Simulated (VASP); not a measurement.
# HfO2 (Fm-3m) in VASP: notebook

HfO2 is run at these levels: PBE; tasks: single point.

Program: VASP 6.6.1. These are calculated values, not measurements. Logs are shortened: lines on timing, memory, paths and dates and some standing lists are left out, and cuts for length are marked.

## Step 1: The cell of the first run

The structure is cubic, space group Fm-3m (No. 225). Conventional cell: a = 5.115 Å, b = 5.115 Å, c = 5.115 Å, α = 90.00°, β = 90.00°, γ = 90.00°. Hf (site symmetry m-3m) has 8 O at 2.21 Å within 2.9 Å. O (site symmetry -43m) has 4 Hf at 2.21 Å and 6 O at 2.56 Å within 2.9 Å.

## Step 2: Single point, PBE

INCAR reads:

```
ALGO = Normal
EDIFF = 1E-6
ENCUT = 600
GGA = PE
GGA_COMPAT = False
ISIF = 2
ISMEAR = 0
LASPH = True
LCHARG = True
LELF = True
LREAL = False
LVHAR = True
LWAVE = False
NBANDS = 18
NELM = 120
PREC = Accurate
SIGMA = 0.1
```

KPOINTS reads:

```
k-points
0
Gamma
  6 6 6
```

POSCAR reads:

```
HfO2
1.0
    0.0000000000      2.5575019374      2.5575019374
    2.5575019374      0.0000000000      2.5575019374
    2.5575019374      2.5575019374      0.0000000000
Hf O
1 2
Direct
    0.0000000000      0.0000000000      0.0000000000
    0.2500000000      0.2500000000      0.2500000000
    0.7500000000      0.7500000000      0.7500000000
```

Potentials or basis: VASP PAW PBE potentials, release 64 (Hf_pv, O).

Run with:

```
$ cat potpaw_PBE.64/Hf_pv/POTCAR potpaw_PBE.64/O/POTCAR > POTCAR
$ mpirun -np 1 vasp_std > vasp.out
```

OUTCAR:

```text
EDIFF = 1E-6
   ENCUT = 600
   GGA = PE
   ISIF = 2
   ISMEAR = 0
   LASPH = True
   LREAL = False
   NELM = 120
   PREC = Accurate

 ion  position               nearest neighbor table
   1  0.000  0.000  0.000-   2 2.21   3 2.21   3 2.21   3 2.21   3 2.21   2 2.21   2 2.21   2 2.21

   2  0.250  0.250  0.250-   1 2.21   1 2.21   1 2.21   1 2.21
   3  0.750  0.750  0.750-   1 2.21   1 2.21   1 2.21   1 2.21

  LATTYP: Found a face centered cubic cell.
 ALAT       =     5.1150038748

  Lattice vectors:

 A1 = (   0.0000000000,   2.5575019374,   2.5575019374)
 A2 = (   2.5575019374,   0.0000000000,   2.5575019374)
 A3 = (   2.5575019374,   2.5575019374,   0.0000000000)

Analysis of symmetry for initial positions (statically):
=====================================================================
 Subroutine PRICEL returns:
 Original cell was already a primitive cell.

 Routine SETGRP: Setting up the symmetry group for a
 face centered cubic supercell.

 Subroutine GETGRP returns: Found 48 space group operations
 (whereof 48 operations were pure point group operations)
 out of a pool of 48 trial point group operations.

The static configuration has the point symmetry O_h .

Analysis of symmetry for dynamics (positions and initial velocities):
=====================================================================
 Subroutine PRICEL returns:
 Original cell was already a primitive cell.

 Routine SETGRP: Setting up the symmetry group for a
 face centered cubic supercell.

 Subroutine GETGRP returns: Found 48 space group operations
 (whereof 48 operations were pure point group operations)
 out of a pool of 48 trial point group operations.

The dynamic configuration has the point symmetry O_h .

 Subroutine INISYM returns: Found 48 space group operations
 (whereof 48 operations are pure point group operations),
 and found     1 'primitive' translations

----------------------------------------------------------------------------------------

                                     Primitive cell

  volume of cell :      33.4563

  direct lattice vectors                    reciprocal lattice vectors
     0.000000000  2.557501937  2.557501937    -0.195503273  0.195503273  0.195503273
     2.557501937  0.000000000  2.557501937     0.195503273 -0.195503273  0.195503273
     2.557501937  2.557501937  0.000000000     0.195503273  0.195503273 -0.195503273

  length of vectors
     3.616853926  3.616853926  3.616853926     0.338621602  0.338621602  0.338621602

  position of ions in fractional coordinates (direct lattice)
     0.000000000  0.000000000  0.000000000
     0.250000000  0.250000000  0.250000000
     0.750000000  0.750000000  0.750000000

  ion indices of the primitive-cell ions
   primitive index   ion index
                 1           1
                 2           2
                 3           3

----------------------------------------------------------------------------------------

 KPOINTS: k-points

Automatic generation of k-mesh.
 Grid dimensions read from file:
 generate k-points for:    6    6    6

 Generating k-lattice:

  Cartesian coordinates                     Fractional coordinates (reciprocal lattice)
    -0.032583879  0.032583879  0.032583879     0.166666667  0.000000000  0.000000000
     0.032583879 -0.032583879  0.032583879     0.000000000  0.166666667  0.000000000
     0.032583879  0.032583879 -0.032583879     0.000000000  0.000000000  0.166666667

  Length of vectors
     0.056436934  0.056436934  0.056436934

  Shift w.r.t. Gamma in fractional coordinates (k-lattice)
     0.000000000  0.000000000  0.000000000

 Subroutine IBZKPT returns following result:
 ===========================================

 Found     16 irreducible k-points:

 Following reciprocal coordinates:
            Coordinates               Weight
  0.000000  0.000000  0.000000      1.000000
  0.166667  0.000000  0.000000      8.000000
  0.333333  0.000000  0.000000      8.000000
  0.500000  0.000000  0.000000      4.000000
  0.166667  0.166667  0.000000      6.000000
  0.333333  0.166667  0.000000     24.000000
[... 8 lines left out ...]
 -0.333333  0.333333  0.166667     24.000000
 -0.333333  0.500000  0.166667     12.000000
   k-points           NKPTS =     16   k-points in BZ     NKDIM =     16   number of bands    NBANDS=     18
   number of dos      NEDOS =    301   number of ions     NIONS =      3
   total plane-waves  NPLWV =  27000
   dimension x,y,z NGX =    30 NGY =   30 NGZ =   30
   dimension x,y,z NGXF=    60 NGYF=   60 NGZF=   60
   ions per type =               1   2
   NGX,Y,Z   is equivalent  to a cutoff of  13.79, 13.79, 13.79 a.u.
   NGXF,Y,Z  is equivalent  to a cutoff of  27.58, 27.58, 27.58 a.u.
 SYSTEM =  unknown system
   PREC   = accura    normal or accurate (medium, high low for compatibility)
   ISTART =      0    job   : 0-new  1-cont  2-samecut
   ICHARG =      2    charge: 1-file 2-atom 10-const
   ISPIN  =      1    spin polarized calculation?
   LNONCOLLINEAR =      F non collinear calculations
   LSORBIT =      F    spin-orbit coupling
   LASPH  =      T    aspherical Exc in radial PAW
   ENCUT  =  600.0 eV  44.10 Ry    6.64 a.u.   7.22  7.22  7.22*2*pi/ulx,y,z
   NELM   =    120;   NELMIN=  2; NELMDL= -5     # of ELM steps
   EDIFF  = 0.1E-05   stopping-criterion for ELM
   LREAL  =      F    real-space projection
   EDIFFG = 0.1E-04   stopping-criterion for IOM
   NSW    =      0    number of steps for IOM
   IBRION =     -1    ionic relax: 0-MD 1-quasi-New 2-CG
   NFREE  =      0    steps in history (QN), initial steepest desc. (CG)
   ISIF   =      2    stress and relaxation
   ISYM   =      2    0-nonsym 1-usesym 2-fastsym
   POTIM  = 0.5000    time-step for ionic-motion
   TEBEG  =    0.0;   TEEND  =   0.0 temperature during run
   PSTRESS=    0.0 pullay stress
   NELECT =      22.0000    total number of electrons
   NUPDOWN=      -1.0000    fix difference up-down
   EMIN   =  10.00;   EMAX   =-10.00  energy-range for DOS
   EFERMI =   0.00;   METHOD = LEGACY
   ISMEAR =     0;   SIGMA  =   0.10  broadening in eV -4-tet -1-fermi 0-gaus
   EFERMI_NEDOS =   21; number of points for ismear=-14 and -15
   IALGO  =     38    algorithm
   IMIX   =      4    mixing-type and parameters
     AMIX     =   0.40;   BMIX     =  1.00
     AMIX_MAG =   1.60;   BMIX_MAG =  1.00
  volume/ion in A,a.u.               =      11.15        75.26
  Fermi-wavevector in a.u.,A,eV,Ry     =   1.423606  2.690225 27.574295  2.026654
  Thomas-Fermi vector in A             =   2.544185
   LORBIT       =      0    0 simple, 1 ext, 2 COOP (PROOUT), +10 PAW based schemes
   GGA     = PE    functional components
   LHFCALC =     F    Hartree Fock is set to
   AEXX    =    0.0000 exact exchange contribution
   IVDW    =     0    specifies the selected vdW correction
   LEPSILON=     F    determine dielectric tensor
   LRPA    =     F    only Hartree local field effects (RPA)
 non-spin polarized calculation
 Gauss-broadening in eV      SIGMA  =   0.10
  energy-cutoff  :      600.00
  volume of cell :       33.46
 maximum number of plane-waves:      1139
 NGX is ok and might be reduce to    30
   NGX = 15   NGY = 15   NGZ = 15

 number of electron      21.9999993 magnetization

 Free energy of the ion-electron system (eV)
  ---------------------------------------------------
  ext. energy  EPLUGINS =         0.00000000
  ---------------------------------------------------
  free energy    TOTEN  =       -30.23888058 eV

  energy without entropy =      -30.23888058  energy(sigma->0) =      -30.23888058

 E-fermi :   4.5662     XC(G=0): -11.6969

 val. band max:        4.0527257157   @ k =   0.5000   0.5000   0.0000
 cond. band min:       7.7834736110   @ k =   0.5000   0.5000   0.0000
 fundamental gap:      3.7307478953
 Fermi energy:         4.5662031936

 k-point     1 :       0.0000    0.0000    0.0000
  band No.  band energies     occupation
      1     -25.7569      2.00000
      2     -25.7569      2.00000
      3     -25.7569      2.00000
      4     -14.5148      2.00000
      5     -11.6142      2.00000
      6      -1.1288      2.00000
[... 10 lines left out ...]
     17      14.1433      0.00000
     18      17.3883      0.00000

 k-point     2 :       0.1667    0.0000    0.0000
  band No.  band energies     occupation
      1     -25.8569      2.00000
      2     -25.7680      2.00000
      3     -25.7680      2.00000
      4     -14.1827      2.00000
      5     -11.8772      2.00000
      6      -0.8789      2.00000
[... 10 lines left out ...]
     17      13.7409      0.00000
     18      17.1326      0.00000

 k-point     3 :       0.3333    0.0000    0.0000
  band No.  band energies     occupation
      1     -26.0470      2.00000
      2     -25.7901      2.00000
      3     -25.7901      2.00000
      4     -13.5501      2.00000
      5     -12.2661      2.00000
      6      -0.3646      2.00000
[... 10 lines left out ...]
     17      13.3963      0.00000
     18      15.9344      0.00000

 k-point     4 :       0.5000    0.0000    0.0000
  band No.  band energies     occupation
      1     -26.1376      2.00000
      2     -25.8011      2.00000
      3     -25.8011      2.00000
      4     -13.3211      2.00000
      5     -12.3225      2.00000
      6      -0.1172      2.00000
[... 207 lines left out ...]
      4     -12.9909      2.00000
      5     -12.5672      2.00000
      6      -0.7853      2.00000
[... 10 lines left out ...]
     17      14.7444      0.00000
     18      17.1462      0.00000

 k-point    15 :      -0.3333    0.3333    0.1667
  band No.  band energies     occupation
      1     -26.0542      2.00000
      2     -25.9630      2.00000
      3     -25.8428      2.00000
      4     -12.8272      2.00000
      5     -12.5752      2.00000
      6      -0.7770      2.00000
[... 10 lines left out ...]
     17      15.6965      0.00000
     18      17.0694      0.00000

 k-point    16 :      -0.3333    0.5000    0.1667
  band No.  band energies     occupation
      1     -26.0881      2.00000
      2     -25.9413      2.00000
      3     -25.8673      2.00000
      4     -12.7410      2.00000
      5     -12.5752      2.00000
      6      -1.6630      2.00000
[... 10 lines left out ...]
     17      16.9357      0.00000
     18      17.3368      0.00000

------------------------ aborting loop because EDIFF is reached ----------------------------------------

  FORCE on cell =-STRESS in cart. coord.  units (eV):
  Direction    XX          YY          ZZ          XY          YZ          ZX
  --------------------------------------------------------------------------------------
  -------------------------------------------------------------------------------------
  Total       -1.3026752     -1.3026752     -1.3026752     -0.0000000     -0.0000000      0.0000000
  in kB      -62.3833663    -62.3833663    -62.3833663     -0.0000000     -0.0000000      0.0000000
  external PRESSURE =     -62.3833663 kB  Pullay stress =       0.0000000 kB

 VOLUME and BASIS-vectors are now :
 -----------------------------------------------------------------------------
  energy-cutoff  :      600.00
  volume of cell :       33.46
      direct lattice vectors                 reciprocal lattice vectors
     0.000000000  2.557501937  2.557501937    -0.195503273  0.195503273  0.195503273
     2.557501937  0.000000000  2.557501937     0.195503273 -0.195503273  0.195503273
     2.557501937  2.557501937  0.000000000     0.195503273  0.195503273 -0.195503273

 POSITION                                       TOTAL-FORCE (eV/Angst)
 -----------------------------------------------------------------------------------
      0.00000      0.00000      0.00000        -0.000000      0.000000      0.000000
      1.27875      1.27875      1.27875        -0.000000      0.000000     -0.000000
      3.83625      3.83625      3.83625         0.000000     -0.000000      0.000000
 -----------------------------------------------------------------------------------
    total drift:                                0.000000     -0.000000      0.000000

  FREE ENERGIE OF THE ION-ELECTRON SYSTEM (eV)
  ---------------------------------------------------
  free  energy   TOTEN  =       -30.2388805780 eV

  energy  without entropy=      -30.2388805780  energy(sigma->0) =      -30.23888058
```

Run time: 20 s. Hardware: 1 thread of Intel Xeon 8259CL, shared host; peak memory 0.17 GiB.

What came out:

* Free energy: -30.2389 eV
* Pressure: -6.2 GPa
* Band gap on the k mesh: 3.73 eV, direct

Caveat: spin-orbit coupling is left out, which moves the levels of the heavy elements.

## Step 3: Single point, PBE

This run uses another cell than the first one, of 11.04 Å³/atom, 0.990 times its volume.

INCAR reads:

```
SYSTEM = HfO2
PREC     = Accurate       ! precision mode
ENCUT    = 520            ! plane-wave cutoff, eV
EDIFF    = 1E-7           ! SCF threshold, eV
ISMEAR   = 0              ! smearing method
SIGMA    = 0.02           ! smearing width, eV
LREAL    = .FALSE.        ! projectors in reciprocal space
LASPH    = .TRUE.         ! aspherical terms in the spheres
NELM     = 80             ! most SCF steps
ALGO     = Normal         ! electronic algorithm
ISIF     = 2              ! what is computed and relaxed
LWAVE    = .FALSE.        ! write WAVECAR
LCHARG   = .FALSE.        ! write CHGCAR
GGA      = PE             ! functional
NBANDS   = 18             ! bands
```

KPOINTS reads:

```
Automatic mesh
0
G
  8 8 8
  0 0 0
```

POSCAR reads:

```
HfO2
1.0
    0.0000000000      2.5488057648      2.5488057648
    2.5488057648      0.0000000000      2.5488057648
    2.5488057648      2.5488057648      0.0000000000
Hf O
1 2
Direct
    0.0000000000      0.0000000000      0.0000000000
    0.2500000000      0.2500000000      0.2500000000
    0.7500000000      0.7500000000      0.7500000000
```

Potentials or basis: VASP PAW PBE potentials, release 64 (Hf_pv, O).

Run with:

```
$ cat potpaw_PBE.64/Hf_pv/POTCAR potpaw_PBE.64/O/POTCAR > POTCAR
$ mpirun -np 1 vasp_std > vasp.out
```

OUTCAR:

```text
SYSTEM = HfO2
   PREC = Accurate
   ENCUT = 520
   EDIFF = 1E-7
   ISMEAR = 0
   LREAL = .FALSE.
   LASPH = .TRUE.
   NELM = 80
   ISIF = 2
   GGA = PE

 ion  position               nearest neighbor table
   1  0.000  0.000  0.000-   3 2.21   3 2.21   3 2.21   2 2.21   3 2.21   2 2.21   2 2.21   2 2.21

   2  0.250  0.250  0.250-   1 2.21   1 2.21   1 2.21   1 2.21
   3  0.750  0.750  0.750-   1 2.21   1 2.21   1 2.21   1 2.21

  LATTYP: Found a face centered cubic cell.
 ALAT       =     5.0976115296

  Lattice vectors:

 A1 = (   0.0000000000,   2.5488057648,   2.5488057648)
 A2 = (   2.5488057648,   0.0000000000,   2.5488057648)
 A3 = (   2.5488057648,   2.5488057648,   0.0000000000)

Analysis of symmetry for initial positions (statically):
=====================================================================
 Subroutine PRICEL returns:
 Original cell was already a primitive cell.

 Routine SETGRP: Setting up the symmetry group for a
 face centered cubic supercell.

 Subroutine GETGRP returns: Found 48 space group operations
 (whereof 48 operations were pure point group operations)
 out of a pool of 48 trial point group operations.

The static configuration has the point symmetry O_h .

Analysis of symmetry for dynamics (positions and initial velocities):
=====================================================================
 Subroutine PRICEL returns:
 Original cell was already a primitive cell.

 Routine SETGRP: Setting up the symmetry group for a
 face centered cubic supercell.

 Subroutine GETGRP returns: Found 48 space group operations
 (whereof 48 operations were pure point group operations)
 out of a pool of 48 trial point group operations.

The dynamic configuration has the point symmetry O_h .

 Subroutine INISYM returns: Found 48 space group operations
[... 108 lines left out ...]
   TEBEG  =    0.0;   TEEND  =   0.0 temperature during run
   PSTRESS=    0.0 pullay stress
   NELECT =      22.0000    total number of electrons
   NUPDOWN=      -1.0000    fix difference up-down
   EMIN   =  10.00;   EMAX   =-10.00  energy-range for DOS
   EFERMI =   0.00;   METHOD = LEGACY
   ISMEAR =     0;   SIGMA  =   0.02  broadening in eV -4-tet -1-fermi 0-gaus
   EFERMI_NEDOS =   21; number of points for ismear=-14 and -15
   IALGO  =     38    algorithm
   IMIX   =      4    mixing-type and parameters
     AMIX     =   0.40;   BMIX     =  1.00
     AMIX_MAG =   1.60;   BMIX_MAG =  1.00
  volume/ion in A,a.u.               =      11.04        74.49
  Fermi-wavevector in a.u.,A,eV,Ry     =   1.428463  2.699404 27.762776  2.040506
  Thomas-Fermi vector in A             =   2.548522
   LORBIT       =      0    0 simple, 1 ext, 2 COOP (PROOUT), +10 PAW based schemes
   GGA     = PE    functional components
   LHFCALC =     F    Hartree Fock is set to
   AEXX    =    0.0000 exact exchange contribution
   IVDW    =     0    specifies the selected vdW correction
   LEPSILON=     F    determine dielectric tensor
   LRPA    =     F    only Hartree local field effects (RPA)
 non-spin polarized calculation
 Gauss-broadening in eV      SIGMA  =   0.02
  energy-cutoff  :      520.00
  volume of cell :       33.12
 maximum number of plane-waves:       911
   NGX = 13   NGY = 13   NGZ = 13

 number of electron      21.9999992 magnetization

 Free energy of the ion-electron system (eV)
  ---------------------------------------------------
  ext. energy  EPLUGINS =         0.00000000
  ---------------------------------------------------
  free energy    TOTEN  =       -30.24335935 eV

  energy without entropy =      -30.24335935  energy(sigma->0) =      -30.24335935

 E-fermi :   4.2542     XC(G=0): -11.7515

 val. band max:        4.1406207646   @ k =   0.5000   0.5000   0.0000
 cond. band min:       7.8979265904   @ k =   0.5000   0.5000   0.0000
 fundamental gap:      3.7573058258
 Fermi energy:         4.2541961594

 k-point     1 :       0.0000    0.0000    0.0000
  band No.  band energies     occupation
      1     -25.6222      2.00000
      2     -25.6222      2.00000
      3     -25.6222      2.00000
      4     -14.4906      2.00000
      5     -11.5384      2.00000
      6      -1.1026      2.00000
[... 481 lines left out ...]
      5     -12.4219      2.00000
      6      -0.6062      2.00000
[... 10 lines left out ...]
     17      15.0273      0.00000
     18      16.9702      0.00000

 [... further k-points ...]
[... 5 lines left out ...]
  --------------------------------------------------------------------------------------
  -------------------------------------------------------------------------------------
  Total       -0.7512829     -0.7512829     -0.7512829      0.0000000      0.0000000     -0.0000000
  in kB      -36.3474411    -36.3474411    -36.3474411      0.0000000      0.0000000     -0.0000000
  external PRESSURE =     -36.3474411 kB  Pullay stress =       0.0000000 kB

 VOLUME and BASIS-vectors are now :
 -----------------------------------------------------------------------------
  energy-cutoff  :      520.00
  volume of cell :       33.12
      direct lattice vectors                 reciprocal lattice vectors
     0.000000000  2.548805765  2.548805765    -0.196170303  0.196170303  0.196170303
     2.548805765  0.000000000  2.548805765     0.196170303 -0.196170303  0.196170303
     2.548805765  2.548805765  0.000000000     0.196170303  0.196170303 -0.196170303

 POSITION                                       TOTAL-FORCE (eV/Angst)
 -----------------------------------------------------------------------------------
      0.00000      0.00000      0.00000        -0.000000      0.000000      0.000000
      1.27440      1.27440      1.27440        -0.000000     -0.000000     -0.000000
      3.82321      3.82321      3.82321         0.000000      0.000000      0.000000
 -----------------------------------------------------------------------------------
    total drift:                                0.000000      0.000000      0.000000

  FREE ENERGIE OF THE ION-ELECTRON SYSTEM (eV)
  ---------------------------------------------------
  free  energy   TOTEN  =       -30.2433593468 eV

  energy  without entropy=      -30.2433593468  energy(sigma->0) =      -30.24335935
```

stdout:

```text
POSCAR found type information on POSCAR HfO
 POSCAR found :  2 types and       3 ions
 scaLAPACK will be used
 LDA part: xc-table for (Slater+PW92), standard interpolation
 POSCAR, INCAR and KPOINTS ok, starting setup
 FFT: planning ... GRIDC
 FFT: planning ... GRID_SOFT
 FFT: planning ... GRID
 WAVECAR not read
 entering main loop
```

Run time: 15 s. Hardware: 1 thread of Intel Xeon Platinum 8488C (Sapphire Rapids), shared host; peak memory 0.16 GiB.

Results:

| Item | Value |
| --- | --- |
| Free energy | -30.2434 eV |
| Pressure | -3.6 GPa |
| Band gap on the k mesh | 3.76 eV, direct |

Caveat: spin-orbit coupling is left out, which moves the levels of the heavy elements.

(Part 1 of 2 ends here.)
